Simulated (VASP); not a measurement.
# GaP (F-43m) in VASP: vibrations by perturbation theory with LDA

Aim: the vibrations by perturbation theory of GaP with LDA.

Everything below comes from runs of VASP 6.6.1. Logs are shortened: lines on timing, memory, paths and dates and some standing lists are left out, and cuts for length are marked.

### 1 The cell of the first run

Symmetry: F-43m, No. 216, cubic system. Conventional cell: a = 5.391 Å, b = 5.391 Å, c = 5.391 Å, α = 90.00°, β = 90.00°, γ = 90.00°. Ga (site symmetry -43m) has 4 P at 2.33 Å within 3.1 Å. Within 3.1 Å of P (site symmetry -43m) lie 4 Ga at 2.33 Å.

### 2 Vibrations by perturbation theory, LDA

INCAR reads:

```
ALGO     = Normal         # electronic algorithm
EDIFF    = 1E-8           # SCF threshold, eV
ENCUT    = 500            # plane-wave cutoff, eV
GGA      = CA             # functional
GGA_COMPAT= False        
IBRION   = 8              # ionic algorithm
ISIF     = 2              # what is computed and relaxed
ISMEAR   = 0              # smearing method
LASPH    = True           # aspherical terms in the spheres
LCHARG   = False          # write CHGCAR
LEPSILON = True           # dielectric tensor by DFPT
LREAL    = False          # projectors in reciprocal space
LWAVE    = False          # write WAVECAR
NBANDS   = 16             # bands
NELM     = 120            # most SCF steps
NSW      = 1              # ionic steps
PREC     = Accurate       # precision mode
SIGMA    = 0.01           # smearing width, eV
```

KPOINTS reads:

```
k-points
0
Gamma
  8 8 8
```

POSCAR reads:

```
GaP
1.0
    0.0000000000      2.6956550820      2.6956550820
    2.6956550820      0.0000000000      2.6956550820
    2.6956550820      2.6956550820      0.0000000000
Ga P
1 1
Direct
    0.0000000000      0.0000000000      0.0000000000
    0.7500000000      0.7500000000      0.7500000000
```

Potentials or basis: VASP PAW LDA potentials, release 64 (Ga_d, P).

Started as:

```console
cat potpaw_LDA.64/Ga_d/POTCAR potpaw_LDA.64/P/POTCAR > POTCAR
mpirun -np 1 vasp_std > vasp.out
```

OUTCAR:

```text
EDIFF = 1E-8
   ENCUT = 500
   GGA = CA
   IBRION = 8
   ISIF = 2
   ISMEAR = 0
   LASPH = True
   LEPSILON = True
   LREAL = False
   NELM = 120
   NSW = 1
   PREC = Accurate

 ion  position               nearest neighbor table
   1  0.000  0.000  0.000-   2 2.33   2 2.33   2 2.33   2 2.33
   2  0.750  0.750  0.750-   1 2.33   1 2.33   1 2.33   1 2.33

  LATTYP: Found a face centered cubic cell.
 ALAT       =     5.3913101640

  Lattice vectors:

 A1 = (   0.0000000000,   2.6956550820,   2.6956550820)
 A2 = (   2.6956550820,   0.0000000000,   2.6956550820)
 A3 = (   2.6956550820,   2.6956550820,   0.0000000000)

Analysis of symmetry for initial positions (statically):
=====================================================================
 Subroutine PRICEL returns:
 Original cell was already a primitive cell.

 Routine SETGRP: Setting up the symmetry group for a
 face centered cubic supercell.

 Subroutine GETGRP returns: Found 24 space group operations
 (whereof 24 operations were pure point group operations)
 out of a pool of 48 trial point group operations.

The static configuration has the point symmetry T_d .

Analysis of symmetry for dynamics (positions and initial velocities):
=====================================================================
 Subroutine PRICEL returns:
 Original cell was already a primitive cell.

 Routine SETGRP: Setting up the symmetry group for a
 face centered cubic supercell.

 Subroutine GETGRP returns: Found 24 space group operations
 (whereof 24 operations were pure point group operations)
 out of a pool of 48 trial point group operations.

The dynamic configuration has the point symmetry T_d .

 Subroutine INISYM returns: Found 24 space group operations
 (whereof 24 operations are pure point group operations),
 and found     1 'primitive' translations

----------------------------------------------------------------------------------------

                                     Primitive cell

  volume of cell :      39.1763

  direct lattice vectors                    reciprocal lattice vectors
     0.000000000  2.695655082  2.695655082    -0.185483671  0.185483671  0.185483671
     2.695655082  0.000000000  2.695655082     0.185483671 -0.185483671  0.185483671
     2.695655082  2.695655082  0.000000000     0.185483671  0.185483671 -0.185483671

  length of vectors
     3.812231976  3.812231976  3.812231976     0.321267142  0.321267142  0.321267142

  position of ions in fractional coordinates (direct lattice)
     0.000000000  0.000000000  0.000000000
     0.750000000  0.750000000  0.750000000

  ion indices of the primitive-cell ions
   primitive index   ion index
                 1           1
                 2           2

----------------------------------------------------------------------------------------

 KPOINTS: k-points

Automatic generation of k-mesh.
 Grid dimensions read from file:
 generate k-points for:    8    8    8

 Generating k-lattice:

  Cartesian coordinates                     Fractional coordinates (reciprocal lattice)
    -0.023185459  0.023185459  0.023185459     0.125000000  0.000000000  0.000000000
     0.023185459 -0.023185459  0.023185459     0.000000000  0.125000000  0.000000000
[... 604 lines left out ...]
  ---------------------------------------------------
  free energy    TOTEN  =        -1.19311079 eV

  energy without entropy =       -1.19311079

------------------------ aborting loop because EDIFF is reached ----------------------------------------

--------------------------------------- Ionic step        2  -------------------------------------------

------------------------ aborting loop because EDIFF is reached ----------------------------------------

--------------------------------------- Ionic step        3  -------------------------------------------

------------------------ aborting loop because EDIFF is reached ----------------------------------------

 PIEZOELECTRIC TENSOR FIELD DIRECTION 3  (e Angst)
 -----------------------------------------------------------------------------
    -0.00023  1.92734  0.00000           (  0.00000  0.03837  0.00000)
     1.92734 -0.00023  0.00000           (  0.03837  0.00000  0.00000)
     0.00000  0.00000 -0.00135           (  0.00000  0.00000  0.00000)

 PIEZOELECTRIC TENSOR FIELD DIRECTION 3  (C/m^2)
 -----------------------------------------------------------------------------
    -0.00009  0.78822  0.00000
     0.78822 -0.00009  0.00000
     0.00000  0.00000 -0.00055

--------------------------------------- Ionic step        4  -------------------------------------------

------------------------ aborting loop because EDIFF is reached ----------------------------------------

[... ionic steps 5 to 6 ...]

--------------------------------------- Ionic step        7  -------------------------------------------

 Free energy of the ion-electron system (eV)
  ---------------------------------------------------
  ---------------------------------------------------
  free energy    TOTEN  =        -0.04766477 eV

  energy without entropy =       -0.04766477

------------------------ aborting loop because EDIFF is reached ----------------------------------------

 INTERNAL STRAIN TENSOR  FOR ION    2  DIRECTION 1   (eV/Angst):
 -----------------------------------------------------------------------------
    -0.01293  0.00000  0.00000
     0.00000  0.00866  7.75013
     0.00000  7.75013  0.00866

 MACROSCOPIC STATIC DIELECTRIC TENSOR (including local field effects in DFT)
 ------------------------------------------------------
          11.462082    -0.000000     0.000000
           0.000000    11.462082    -0.000000
           0.000000     0.000000    11.462082
 ------------------------------------------------------

 PIEZOELECTRIC TENSOR (including local field effects)  for field in x, y, z        (e  Angst)
          XX          YY          ZZ          XY          YZ          ZX
  --------------------------------------------------------------------------------
  x    -0.00000    -0.00000    -0.00000     0.00000     1.93501     0.00000
  y    -0.00000     0.00000     0.00000     0.00000     0.00000     1.93501
  z     0.00000    -0.00000    -0.00000     1.93501     0.00000     0.00000

 PIEZOELECTRIC TENSOR (including local field effects)  for field in x, y, z        (C/m^2)
          XX          YY          ZZ          XY          YZ          ZX
  --------------------------------------------------------------------------------
  x    -0.00000    -0.00000    -0.00000     0.00000     0.79135     0.00000
  y    -0.00000     0.00000     0.00000     0.00000     0.00000     0.79135
  z     0.00000    -0.00000    -0.00000     0.79135     0.00000     0.00000

 BORN EFFECTIVE CHARGES (including local field effects) (in |e|, cummulative output)
 ---------------------------------------------------------------------------------
 ion    1
    1     2.12094     0.00000     0.00000
    2    -0.00000     2.12094     0.00000
    3    -0.00000     0.00000     2.12094
 ion    2
    1    -2.12094     0.00000     0.00000
    2     0.00000    -2.12094    -0.00000
    3     0.00000    -0.00000    -2.12094

 INTERNAL STRAIN TENSOR FOR ION    2 for displacements in x,y,z  (eV/Angst):
          X           Y           Z          XY          YZ          ZX
  --------------------------------------------------------------------------------
  x    -0.00000     0.00000     0.00000     0.00000     7.75013     0.00000
  y     0.00000    -0.00000     0.00000     0.00000     0.00000     7.75013
  z     0.00000     0.00000    -0.00000     7.75013     0.00000     0.00000

 SECOND DERIVATIVES (NOT SYMMETRIZED)
 ------------------------------------
               1X          1Y          1Z          2X          2Y          2Z
  1X   -10.509048    0.000000    0.000000   10.509048    0.000000    0.000000
  1Y     0.000000  -10.509048    0.000000    0.000000   10.509048    0.000000
  1Z     0.000000    0.000000  -10.509048    0.000000    0.000000   10.509048
  2X    10.502122    0.000000    0.000000  -10.502122    0.000000    0.000000
  2Y     0.000000   10.502122    0.000000    0.000000  -10.502122    0.000000
  2Z     0.000000    0.000000   10.502122    0.000000    0.000000  -10.502122

 Eigenvectors and eigenvalues of the dynamical matrix
 ----------------------------------------------------

   1 f  =   10.940946 THz    68.743994 2PiTHz  364.950689 cm-1    45.248098 meV
             X         Y         Z           dx          dy          dz
      0.000000  0.000000  0.000000     0.000000    0.554740    0.000000
      4.043483  4.043483  4.043483     0.000000   -0.832024    0.000000
[... 21 lines left out ...]
   6 f/i=    0.001665 THz     0.010460 2PiTHz    0.055528 cm-1     0.006885 meV
             X         Y         Z           dx          dy          dz
      0.000000  0.000000  0.000000     0.000000    0.000000    0.832024
      4.043483  4.043483  4.043483     0.000000    0.000000    0.554740

--------------------------------------------------------------------------------------------------------

 MACROSCOPIC STATIC DIELECTRIC TENSOR IONIC CONTRIBUTION
 ------------------------------------------------------
           1.977795    -0.000000     0.000000
          -0.000000     1.977795     0.000000
           0.000000     0.000000     1.977795
 ------------------------------------------------------

 ELASTIC MODULI CONTR FROM IONIC RELAXATION (kBar)
 Direction    XX          YY          ZZ          XY          YZ          ZX
 --------------------------------------------------------------------------------
 XX          -0.0000      0.0000      0.0000     -0.0000      0.0000     -0.0000
 YY           0.0000     -0.0000     -0.0000     -0.0000     -0.0000      0.0000
 ZZ           0.0000     -0.0000     -0.0000      0.0000     -0.0000     -0.0000
 XY          -0.0000     -0.0000      0.0000   -231.5845     -0.0000     -0.0000
 YZ           0.0000     -0.0000     -0.0000     -0.0000   -231.5845      0.0000
 ZX          -0.0000      0.0000     -0.0000     -0.0000      0.0000   -231.5845
 --------------------------------------------------------------------------------

 PIEZOELECTRIC TENSOR IONIC CONTR  for field in x, y, z        (C/m^2)
          XX          YY          ZZ          XY          YZ          ZX
  --------------------------------------------------------------------------------
  x     0.00000    -0.00000    -0.00000    -0.00000    -0.63682     0.00000
  y    -0.00000     0.00000    -0.00000    -0.00000     0.00000    -0.63682
  z    -0.00000    -0.00000     0.00000    -0.63682    -0.00000    -0.00000
```

It took 7.9 min on 1 thread of AMD EPYC 7R43 (Zen 3), shared host; peak memory 0.22 GiB.

Results:

```
Electronic dielectric tensor (diagonal)                 : 11.46
Born charges (mean of the diagonal)                     : Ga +2.12; P -2.12 e
Highest phonon frequency at Γ, LO-TO splitting left out : 365 cm⁻¹
```

Phonon frequencies in cm⁻¹ (negative: imaginary):
```
              q point        frequencies
(0.000, 0.000, 0.000)  0 0 0 365 365 365
```

Electronic dielectric tensor:
```
11.46  0.00  0.00
 0.00 11.46  0.00
 0.00  0.00 11.46
```

Born effective charge tensors (e):
atom 1, Ga
```
2.12 0.00 0.00
0.00 2.12 0.00
0.00 0.00 2.12
```
atom 2, P
```
-2.12  0.00  0.00
 0.00 -2.12  0.00
 0.00  0.00 -2.12
```
